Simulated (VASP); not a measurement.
# BeTe (F-43m) in VASP: settings compared

Aim: see how the results for BeTe move with the level of theory and the settings. Levels: PBE, BLYP+D3(BJ). Tasks: single point, relaxation of cell and atoms.

Everything below comes from runs of VASP 6.6.1. Logs are shortened: lines on timing, memory, paths and dates and some standing lists are left out, and cuts for length are marked.

### 1 The cell of the first run

It takes space group F-43m (No. 216, cubic). Conventional cell: a = 5.540 Å, b = 5.540 Å, c = 5.540 Å, α = 90.00°, β = 90.00°, γ = 90.00°. Within 3.2 Å of Te (site symmetry -43m) lie 4 Be at 2.40 Å. Within 3.2 Å of Be (site symmetry -43m) lie 4 Te at 2.40 Å.

### 2 Single point, PBE

Input file INCAR:

```
SYSTEM = BeTe
PREC = Accurate
ENCUT = 520
EDIFF = 1E-6
ISMEAR = 0
SIGMA = 0.024
LREAL = .False.
LASPH = .True.
NELM = 100
ALGO = Normal
ISIF = 2
LWAVE = .False.
LCHARG = .False.
GGA = PE
NBANDS = 11
```

Input file KPOINTS:

```
regular mesh
0
Gamma
  8 8 8
  0 0 0
```

Input file POSCAR:

```
BeTe
1.0
    0.0000000000      2.7700000000      2.7700000000
    2.7700000000      0.0000000000      2.7700000000
    2.7700000000      2.7700000000      0.0000000000
Te Be
1 1
Direct
    0.7500000000      0.7500000000      0.7500000000
    0.0000000000      0.0000000000      0.0000000000
```

Potentials or basis: VASP PAW PBE potentials, release 64 (Te, Be).

Command:

```sh
cat potpaw_PBE.64/Te/POTCAR potpaw_PBE.64/Be/POTCAR > POTCAR
mpirun -np 1 vasp_std > vasp.out
```

OUTCAR:

```text
SYSTEM = BeTe
   PREC = Accurate
   ENCUT = 520
   EDIFF = 1E-6
   ISMEAR = 0
   LREAL = .False.
   LASPH = .True.
   NELM = 100
   ISIF = 2
   GGA = PE

 ion  position               nearest neighbor table
   1  0.750  0.750  0.750-   2 2.40   2 2.40   2 2.40   2 2.40
   2  0.000  0.000  0.000-   1 2.40   1 2.40   1 2.40   1 2.40

  LATTYP: Found a face centered cubic cell.
 ALAT       =     5.5400000000

  Lattice vectors:

 A1 = (   0.0000000000,   2.7700000000,   2.7700000000)
 A2 = (   2.7700000000,   0.0000000000,   2.7700000000)
 A3 = (   2.7700000000,   2.7700000000,   0.0000000000)

Analysis of symmetry for initial positions (statically):
=====================================================================
 Subroutine PRICEL returns:
 Original cell was already a primitive cell.

 Routine SETGRP: Setting up the symmetry group for a
 face centered cubic supercell.

 Subroutine GETGRP returns: Found 24 space group operations
 (whereof 24 operations were pure point group operations)
 out of a pool of 48 trial point group operations.

The static configuration has the point symmetry T_d .

Analysis of symmetry for dynamics (positions and initial velocities):
=====================================================================
 Subroutine PRICEL returns:
 Original cell was already a primitive cell.

 Routine SETGRP: Setting up the symmetry group for a
 face centered cubic supercell.

 Subroutine GETGRP returns: Found 24 space group operations
 (whereof 24 operations were pure point group operations)
 out of a pool of 48 trial point group operations.

The dynamic configuration has the point symmetry T_d .

 Subroutine INISYM returns: Found 24 space group operations
 (whereof 24 operations are pure point group operations),
 and found     1 'primitive' translations

----------------------------------------------------------------------------------------

                                     Primitive cell

  volume of cell :      42.5079

  direct lattice vectors                    reciprocal lattice vectors
     0.000000000  2.770000000  2.770000000    -0.180505415  0.180505415  0.180505415
     2.770000000  0.000000000  2.770000000     0.180505415 -0.180505415  0.180505415
     2.770000000  2.770000000  0.000000000     0.180505415  0.180505415 -0.180505415

  length of vectors
     3.917371568  3.917371568  3.917371568     0.312644550  0.312644550  0.312644550

  position of ions in fractional coordinates (direct lattice)
     0.750000000  0.750000000  0.750000000
     0.000000000  0.000000000  0.000000000

  ion indices of the primitive-cell ions
[... 85 lines left out ...]
   PSTRESS=    0.0 pullay stress
   NELECT =       8.0000    total number of electrons
   NUPDOWN=      -1.0000    fix difference up-down
   EMIN   =  10.00;   EMAX   =-10.00  energy-range for DOS
   EFERMI =   0.00;   METHOD = LEGACY
   ISMEAR =     0;   SIGMA  =   0.02  broadening in eV -4-tet -1-fermi 0-gaus
   EFERMI_NEDOS =   21; number of points for ismear=-14 and -15
   IALGO  =     38    algorithm
   IMIX   =      4    mixing-type and parameters
     AMIX     =   0.40;   BMIX     =  1.00
     AMIX_MAG =   1.60;   BMIX_MAG =  1.00
  volume/ion in A,a.u.               =      21.25       143.43
  Fermi-wavevector in a.u.,A,eV,Ry     =   0.938170  1.772885 11.975354  0.880164
  Thomas-Fermi vector in A             =   2.065355
   LORBIT       =      0    0 simple, 1 ext, 2 COOP (PROOUT), +10 PAW based schemes
   GGA     = PE    functional components
   LHFCALC =     F    Hartree Fock is set to
   AEXX    =    0.0000 exact exchange contribution
   IVDW    =     0    specifies the selected vdW correction
   LEPSILON=     F    determine dielectric tensor
   LRPA    =     F    only Hartree local field effects (RPA)
 non-spin polarized calculation
 Gauss-broadening in eV      SIGMA  =   0.02
  energy-cutoff  :      520.00
  volume of cell :       42.51
 maximum number of plane-waves:      1162
 NGX is ok and might be reduce to    30
   NGX = 15   NGY = 15   NGZ = 15

 number of electron       8.0000000 magnetization

 Free energy of the ion-electron system (eV)
  ---------------------------------------------------
  ext. energy  EPLUGINS =         0.00000000
  ---------------------------------------------------
  free energy    TOTEN  =        -7.58477383 eV

  energy without entropy =       -7.58477383  energy(sigma->0) =       -7.58477383

 E-fermi :   5.7654     XC(G=0):  -9.2569

 val. band max:        5.6645348219   @ k =   0.0000   0.0000   0.0000
 cond. band min:       7.5118091133   @ k =   0.5000   0.5000   0.0000
 fundamental gap:      1.8472742914
 Fermi energy:         5.7654366038

 k-point     1 :       0.0000    0.0000    0.0000
  band No.  band energies     occupation
      1      -6.9704      2.00000
      2       5.6645      2.00000
      3       5.6645      2.00000
      4       5.6645      2.00000
      5       9.2287      0.00000
      6       9.2287      0.00000
      7       9.2287      0.00000
      8       9.8556      0.00000
      9      14.0509      0.00000
     10      16.0119      0.00000
     11      16.0119      0.00000
[... 309 lines left out ...]
 k-point    24 :      -0.3750    0.2500    0.1250
  band No.  band energies     occupation
      1      -5.2330      2.00000
      2       0.2476      2.00000
      3       2.5866      2.00000
      4       3.6101      2.00000
      5       9.8499      0.00000
      6      10.1084      0.00000
      7      12.4872      0.00000
      8      13.5784      0.00000
      9      14.2612      0.00000
     10      17.3732      0.00000
     11      17.7599      0.00000

 [... further k-points ...]

------------------------ aborting loop because EDIFF is reached ----------------------------------------

  FORCE on cell =-STRESS in cart. coord.  units (eV):
  Direction    XX          YY          ZZ          XY          YZ          ZX
  --------------------------------------------------------------------------------------
  -------------------------------------------------------------------------------------
  Total        1.1817473      1.1817473      1.1817473     -0.0000000      0.0000000     -0.0000000
  in kB       44.5416106     44.5416106     44.5416106     -0.0000000      0.0000000     -0.0000000
  external PRESSURE =      44.5416106 kB  Pullay stress =       0.0000000 kB

 VOLUME and BASIS-vectors are now :
 -----------------------------------------------------------------------------
  energy-cutoff  :      520.00
  volume of cell :       42.51
      direct lattice vectors                 reciprocal lattice vectors
     0.000000000  2.770000000  2.770000000    -0.180505415  0.180505415  0.180505415
     2.770000000  0.000000000  2.770000000     0.180505415 -0.180505415  0.180505415
     2.770000000  2.770000000  0.000000000     0.180505415  0.180505415 -0.180505415

 POSITION                                       TOTAL-FORCE (eV/Angst)
 -----------------------------------------------------------------------------------
      4.15500      4.15500      4.15500        -0.000000     -0.000000     -0.000000
      0.00000      0.00000      0.00000         0.000000      0.000000      0.000000
 -----------------------------------------------------------------------------------
    total drift:                               -0.000000     -0.000000     -0.000000

  FREE ENERGIE OF THE ION-ELECTRON SYSTEM (eV)
  ---------------------------------------------------
  free  energy   TOTEN  =        -7.5847738279 eV

  energy  without entropy=       -7.5847738279  energy(sigma->0) =       -7.58477383
```

OSZICAR:

```text
N       E                     dE             d eps       ncg     rms          rms(c)
DAV:   1     0.188225978219E+02    0.18823E+02   -0.32929E+03   638   0.580E+02
DAV:   2    -0.664058023542E+01   -0.25463E+02   -0.24730E+02   838   0.950E+01
DAV:   3    -0.774687847977E+01   -0.11063E+01   -0.11039E+01   834   0.203E+01
DAV:   4    -0.775964206299E+01   -0.12764E-01   -0.12762E-01   751   0.249E+00
DAV:   5    -0.775991002939E+01   -0.26797E-03   -0.26796E-03   829   0.362E-01    0.446E+00
DAV:   6    -0.762301561290E+01    0.13689E+00   -0.16927E-01   749   0.170E+00    0.265E+00
DAV:   7    -0.758395736713E+01    0.39058E-01   -0.12512E-01   779   0.156E+00    0.564E-01
DAV:   8    -0.758445321231E+01   -0.49585E-03   -0.72437E-03   713   0.497E-01    0.919E-02
DAV:   9    -0.758470544303E+01   -0.25223E-03   -0.36771E-04   765   0.114E-01    0.365E-02
DAV:  10    -0.758477056615E+01   -0.65123E-04   -0.85246E-05   711   0.483E-02    0.181E-02
DAV:  11    -0.758477158775E+01   -0.10216E-05   -0.24799E-06   843   0.904E-03    0.135E-02
DAV:  12    -0.758477371065E+01   -0.21229E-05   -0.48892E-06   692   0.131E-02    0.101E-02
DAV:  13    -0.758477382787E+01   -0.11722E-06   -0.43456E-08   515   0.150E-03
   1 F= -.75847738E+01 E0= -.75847738E+01  d E =-.167129E-11
```

It took 19 s on 1 thread of AMD EPYC 7R13, shared host; peak memory 0.14 GiB.

What came out:

* Free energy: -7.5848 eV
* Pressure: 4.5 GPa
* Band gap on the k mesh: 1.85 eV, indirect (least direct gap 3.56 eV)

Caveat: spin-orbit coupling is left out, which moves the levels of the heavy elements.

### 3 Single point, PBE

Input file INCAR:

```
ALGO = Normal
EDIFF = 1E-6
ENCUT = 520
GGA = PE
ISIF = 2
ISMEAR = 0
LASPH = T
LCHARG = T
LELF = T
LREAL = F
LVHAR = T
LWAVE = F
NBANDS = 11
NELM = 80
PREC = Accurate
SIGMA = 0.017
```

Input file KPOINTS:

```
k-points
0
Gamma
  8 8 8
```

POSCAR is that of step 2.

Potentials or basis: VASP PAW PBE potentials, release 64 (Te, Be).

Command:

```sh
cat potpaw_PBE.64/Te/POTCAR potpaw_PBE.64/Be/POTCAR > POTCAR
mpirun -np 1 vasp_std > vasp.out
```

Wall time 21 s (1 thread of AMD EPYC 7R13, shared host); peak memory 0.14 GiB.

Results (log left out):

```
Free energy            : -7.5848 eV
Pressure               : 4.5 GPa
Band gap on the k mesh : 1.85 eV, indirect (least direct gap 3.56 eV)
```

Levels at points of the mesh, in eV from the valence-band top:
| k point | band 1 | band 2 | band 3 | band 4 | band 5 | band 6 | band 7 | band 8 |
| --- | --- | --- | --- | --- | --- | --- | --- | --- |
| (0.00, 0.00, 0.00) | -12.63 | 0.00 | 0.00 | 0.00 | 3.56 | 3.56 | 3.56 | 4.19 |
| (0.50, 0.00, 0.00) | -11.16 | -5.87 | -1.22 | -1.22 | 3.21 | 4.56 | 4.56 | 7.79 |
| (0.50, 0.50, 0.00) | -10.62 | -5.39 | -2.84 | -2.84 | 1.85 | 2.59 | 10.02 | 10.02 |

Caveat: spin-orbit coupling is left out, which moves the levels of the heavy elements. A k mesh can miss the band edges.

### 4 Single point, PBE

Input file INCAR:

```
ALGO = Normal
EDIFF = 1E-6
ENCUT = 520
GGA = PE
ISIF = 2
ISMEAR = 0
LASPH = True
LCHARG = False
LREAL = False
LWAVE = False
NBANDS = 11
NELM = 60
PREC = Accurate
SIGMA = 0.1
```

KPOINTS is that of step 3.

POSCAR is that of step 3.

Command:

```sh
cat potpaw_PBE.64/Te/POTCAR potpaw_PBE.64/Be/POTCAR > POTCAR
mpirun -np 1 vasp_std > vasp.out
```

Run time: 22 s. Hardware: 1 thread of AMD EPYC 7R13, shared host; peak memory 0.14 GiB.

The run converged. Its results:

```
Free energy            : -7.5848 eV
Pressure               : 4.5 GPa
Band gap on the k mesh : 1.85 eV, indirect (least direct gap 3.56 eV)
```

Levels at points of the mesh, in eV from the valence-band top:
```
           k point  band 1  band 2  band 3  band 4  band 5  band 6  band 7  band 8
(0.00, 0.00, 0.00)  -12.63    0.00    0.00    0.00    3.56    3.56    3.56    4.19
(0.50, 0.00, 0.00)  -11.16   -5.87   -1.22   -1.22    3.21    4.56    4.56    7.79
(0.50, 0.50, 0.00)  -10.62   -5.39   -2.84   -2.84    1.85    2.59   10.02   10.02
```

Caveat: spin-orbit coupling is left out, which moves the levels of the heavy elements.

### 5 Single point, BLYP+D3(BJ)

This run uses another cell than the first one, of 21.47 Å³/atom, 1.010 times its volume.

Input file INCAR:

```
PREC = Accurate
ENCUT = 520
EDIFF = 1E-7
ISMEAR = -1
SIGMA = 0.05
LREAL = F
LASPH = T
NELM = 80
ALGO = Normal
ISIF = 2
LWAVE = F
LCHARG = T
GGA = B5
ALDAX = 1.0
AGGAX = 1.0
AGGAC = 1.0
ALDAC = 0.0
IVDW = 12
VDW_S6 = 1.0
VDW_S8 = 2.6996
VDW_A1 = 0.4298
VDW_A2 = 4.2359
LELF = T
LVHAR = T
NBANDS = 11
```

Input file KPOINTS:

```
Automatic mesh
0
Gamma
  8 8 8
```

Input file POSCAR:

```
BeTe
1.0
    0.0000000000      2.7793895591      2.7793895591
    2.7793895591      0.0000000000      2.7793895591
    2.7793895591      2.7793895591      0.0000000000
Te Be
1 1
Direct
    0.7500000000      0.7500000000      0.7500000000
    0.0000000000      0.0000000000      0.0000000000
```

Potentials or basis: VASP PAW PBE potentials, release 64 (Te, Be).

Command:

```sh
cat potpaw_PBE.64/Te/POTCAR potpaw_PBE.64/Be/POTCAR > POTCAR
mpirun -np 1 vasp_std > vasp.out
```

OUTCAR:

```text
PREC = Accurate
   ENCUT = 520
   EDIFF = 1E-7
   ISMEAR = -1
   LREAL = F
   LASPH = T
   NELM = 80
   ISIF = 2
   GGA = B5
   IVDW = 12
 IVDW          = 12

 ion  position               nearest neighbor table
   1  0.750  0.750  0.750-   2 2.41   2 2.41   2 2.41   2 2.41
   2  0.000  0.000  0.000-   1 2.41   1 2.41   1 2.41   1 2.41

  LATTYP: Found a face centered cubic cell.
 ALAT       =     5.5587791182

  Lattice vectors:

 A1 = (   0.0000000000,   2.7793895591,   2.7793895591)
 A2 = (   2.7793895591,   0.0000000000,   2.7793895591)
 A3 = (   2.7793895591,   2.7793895591,   0.0000000000)

Analysis of symmetry for initial positions (statically):
=====================================================================
 Subroutine PRICEL returns:
 Original cell was already a primitive cell.

 Routine SETGRP: Setting up the symmetry group for a
 face centered cubic supercell.

 Subroutine GETGRP returns: Found 24 space group operations
 (whereof 24 operations were pure point group operations)
 out of a pool of 48 trial point group operations.

The static configuration has the point symmetry T_d .

Analysis of symmetry for dynamics (positions and initial velocities):
=====================================================================
 Subroutine PRICEL returns:
 Original cell was already a primitive cell.

 Routine SETGRP: Setting up the symmetry group for a
 face centered cubic supercell.

 Subroutine GETGRP returns: Found 24 space group operations
 (whereof 24 operations were pure point group operations)
 out of a pool of 48 trial point group operations.

The dynamic configuration has the point symmetry T_d .

 Subroutine INISYM returns: Found 24 space group operations
 (whereof 24 operations are pure point group operations),
 and found     1 'primitive' translations

----------------------------------------------------------------------------------------

[... 117 lines left out ...]
   GGA     = B5    functional components
   LHFCALC =     F    Hartree Fock is set to
   AEXX    =    0.0000 exact exchange contribution
   IVDW    =    12    specifies the selected vdW correction
   LEPSILON=     F    determine dielectric tensor
   LRPA    =     F    only Hartree local field effects (RPA)
 non-spin polarized calculation
  energy-cutoff  :      520.00
  volume of cell :       42.94
 maximum number of plane-waves:      1174
 NGX is ok and might be reduce to    30
   NGX = 15   NGY = 15   NGZ = 15

 number of electron       7.9999999 magnetization

 Free energy of the ion-electron system (eV)
  ---------------------------------------------------
  ext. energy  EPLUGINS =         0.00000000
  ---------------------------------------------------
  free energy    TOTEN  =        -6.53107769 eV

  energy without entropy =       -6.53107769  energy(sigma->0) =       -6.53107769

 E-fermi :   6.8796     XC(G=0):  -8.5868

 val. band max:        5.9454545928   @ k =   0.0000   0.0000   0.0000
 cond. band min:       8.0951224649   @ k =   0.5000   0.5000   0.0000
 fundamental gap:      2.1496678722
 Fermi energy:         6.8795699896

 k-point     1 :       0.0000    0.0000    0.0000
  band No.  band energies     occupation
      1      -6.5557      2.00000
      2       5.9455      2.00000
      3       5.9455      2.00000
      4       5.9455      2.00000
      5       9.6356      0.00000
      6       9.6356      0.00000
      7       9.6356      0.00000
      8      10.2524      0.00000
      9      14.5567      0.00000
     10      16.4536      0.00000
     11      16.4536      0.00000
[... 309 lines left out ...]
 k-point    24 :      -0.3750    0.2500    0.1250
  band No.  band energies     occupation
      1      -4.8909      2.00000
      2       0.7078      2.00000
      3       2.9801      2.00000
      4       3.9751      2.00000
      5      10.3130      0.00000
      6      10.5485      0.00000
      7      12.8266      0.00000
      8      13.9462      0.00000
      9      14.7204      0.00000
     10      17.7728      0.00000
     11      18.2290      0.00000

 [... further k-points ...]

------------------------ aborting loop because EDIFF is reached ----------------------------------------

 Edisp (eV)   -1.58856

 E8    (eV) :    -1.1550

  FORCE on cell =-STRESS in cart. coord.  units (eV):
  Direction    XX          YY          ZZ          XY          YZ          ZX
  --------------------------------------------------------------------------------------
  -------------------------------------------------------------------------------------
  Total       0.07156     0.07156     0.07156     0.00000    -0.00000     0.00000
  in kB       2.67007     2.67007     2.67007     0.00000    -0.00000     0.00000
  external pressure =        2.67 kB  Pullay stress =        0.00 kB

 VOLUME and BASIS-vectors are now :
 -----------------------------------------------------------------------------
  energy-cutoff  :      520.00
  volume of cell :       42.94
      direct lattice vectors                 reciprocal lattice vectors
     0.000000000  2.779389559  2.779389559    -0.179895617  0.179895617  0.179895617
     2.779389559  0.000000000  2.779389559     0.179895617 -0.179895617  0.179895617
     2.779389559  2.779389559  0.000000000     0.179895617  0.179895617 -0.179895617

 POSITION                                       TOTAL-FORCE (eV/Angst)
 -----------------------------------------------------------------------------------
      4.16908      4.16908      4.16908         0.000000      0.000000      0.000000
      0.00000      0.00000      0.00000        -0.000000     -0.000000     -0.000000
 -----------------------------------------------------------------------------------
    total drift:                               -0.000000     -0.000000     -0.000000

  FREE ENERGIE OF THE ION-ELECTRON SYSTEM (eV)
  ---------------------------------------------------
  free  energy   TOTEN  =        -8.1196380934 eV

  energy  without entropy=       -8.1196380933  energy(sigma->0) =       -8.11963809
```

OSZICAR:

```text
N       E                     dE             d eps       ncg     rms          rms(c)
DAV:   1     0.231341216378E+02    0.23134E+02   -0.33160E+03   638   0.590E+02
DAV:   2    -0.549832356625E+01   -0.28632E+02   -0.27403E+02   856   0.965E+01
DAV:   3    -0.670858533324E+01   -0.12103E+01   -0.12081E+01   824   0.210E+01
DAV:   4    -0.672227455001E+01   -0.13689E-01   -0.13688E-01   769   0.256E+00
DAV:   5    -0.672257238255E+01   -0.29783E-03   -0.29783E-03   824   0.368E-01    0.445E+00
DAV:   6    -0.657588646691E+01    0.14669E+00   -0.17686E-01   737   0.178E+00    0.264E+00
DAV:   7    -0.652981573784E+01    0.46071E-01   -0.15935E-01   760   0.185E+00    0.493E-01
DAV:   8    -0.653079227975E+01   -0.97654E-03   -0.76239E-03   743   0.537E-01    0.964E-02
DAV:   9    -0.653104710396E+01   -0.25482E-03   -0.39086E-04   765   0.129E-01    0.364E-02
DAV:  10    -0.653107780776E+01   -0.30704E-04   -0.61930E-05   692   0.471E-02    0.195E-02
DAV:  11    -0.653107760728E+01    0.20048E-06   -0.24372E-06   802   0.936E-03    0.173E-02
DAV:  12    -0.653107768529E+01   -0.78012E-07   -0.38266E-07   698   0.477E-03
   1 F= -.81196381E+01 E0= -.81196381E+01  d E =-.951099E-10
```

Wall time 34 s (1 thread of AMD EPYC 7R13, shared host); peak memory 0.15 GiB.

What came out:

```
Free energy                : -8.1196 eV
Pressure                   : 0.3 GPa
Band gap on the k mesh     : 2.15 eV, indirect (least direct gap 3.69 eV)
Dispersion energy per atom : -0.794 eV
```

Caveat: the PAW data sets were made with another functional, which shifts forces and pressure a little; spin-orbit coupling is left out, which moves the levels of the heavy elements. A k mesh can miss the band edges.

[end of part 1 of 2]
